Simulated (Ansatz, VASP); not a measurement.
Two plane-wave programs on Ca2Ge3N

The input INCAR:

```
PREC     = Accurate       # precision mode
ENCUT    = 600            # plane-wave cutoff, eV
EDIFF    = 1E-6           # SCF threshold, eV
ISMEAR   = 0              # smearing method
SIGMA    = 0.1            # smearing width, eV
LREAL    = False          # projectors in reciprocal space
LASPH    = True           # aspherical terms in the spheres
NELM     = 100            # most SCF steps
ALGO     = Normal         # electronic algorithm
ISIF     = 3              # what is computed and relaxed
LWAVE    = False          # write WAVECAR
LCHARG   = False          # write CHGCAR
GGA      = PE             # functional
IBRION   = 2              # ionic algorithm
NSW      = 90             # ionic steps
EDIFFG   = -0.04          # ionic threshold
```

KPOINTS

```
Automatic mesh
0
Gamma
  6 6 2
```

Contents of POSCAR:

```
Ca2Ge3N
1.0
    4.0437377600      0.0000000000      0.0000000000
   -2.0218688800      3.5019796300      0.0000000000
    0.0000000000      0.0000000000      8.7632912400
Ca Ge N
2 3 1
Direct
    0.3333333300      0.6666666700      0.5000000000
    0.6666666700      0.3333333300      0.5000000000
    0.0000000000      0.0000000000      0.3052262900
    0.0000000000      0.0000000000      0.6947737100
    0.0000000000      0.0000000000      0.5000000000
    0.0000000000      0.0000000000      0.0000000000
```

Input for Ansatz:

```yaml
crystal:
  lattice:
    - [4.04373776, 0.0, 0.0]
    - [-2.02186888, 3.50197963, 0.0]
    - [0.0, 0.0, 8.76329124]
  atoms:
    - { symbol: Ca, position: [0.33333333, 0.66666667, 0.5] }
    - { symbol: Ca, position: [0.66666667, 0.33333333, 0.5] }
    - { symbol: Ge, position: [0.0, 0.0, 0.30522629] }
    - { symbol: Ge, position: [0.0, 0.0, 0.69477371] }
    - { symbol: Ge, position: [0.0, 0.0, 0.5] }
    - { symbol: "N", position: [0.0, 0.0, 0.0] }
basis:
  ecutwfc: 420
kpoints:
  mp_grid: { grid: [6, 6, 2] }
hamiltonian:
  xc: pbe
scf:
  occupations: { method: gaussian, width: 0.1 }
  lower_state_search: "off"
output:
  forces: true
  stress: true
  eigenvalues: true
relax:
  adjacent_minimum: "off"
  f_tol: 0.04
  max_steps: 70
  cell: { stress_tol: 0.4 }
```

Alike in both runs: task relaxation of cell and atoms; functional PBE; k mesh 6 × 6 × 2; occupations gaussian, width 0.1 eV; no spin polarisation.

```csv
,VASP,Ansatz
version,VASP 6.6.1,Ansatz 0.2.0
potentials or method,"VASP PAW PBE potentials, release 64 (Ca_sv, Ge_d, N), cutoff 600 eV","scalar-relativistic, plane waves, PAW"
valence electrons in the cell,67,67
```

Ansatz gave:

```
gap on the k mesh at the Fermi level, each at its own relaxed structure (eV) : none
relaxed volume (Å³/atom)                                                     : 36.11
relaxed length of the cell vector where the two differ most in proportion (Å)              : 8.551
```

Task: What did VASP give for the same quantities?

Result: gap on the k mesh at the Fermi level, each at its own relaxed structure (eV): none; relaxed volume (Å³/atom): 43.96; relaxed length of the cell vector where the two differ most in proportion (Å): 11.225.

A gap of «none» marks a metal or a gap that the smearing closes. One of these differences is far larger than is usual between the two programs; its cause wasn't traced.

Noted on VASP's run: the volume moved by over 15 % at a fixed basis, so the end points are rough.
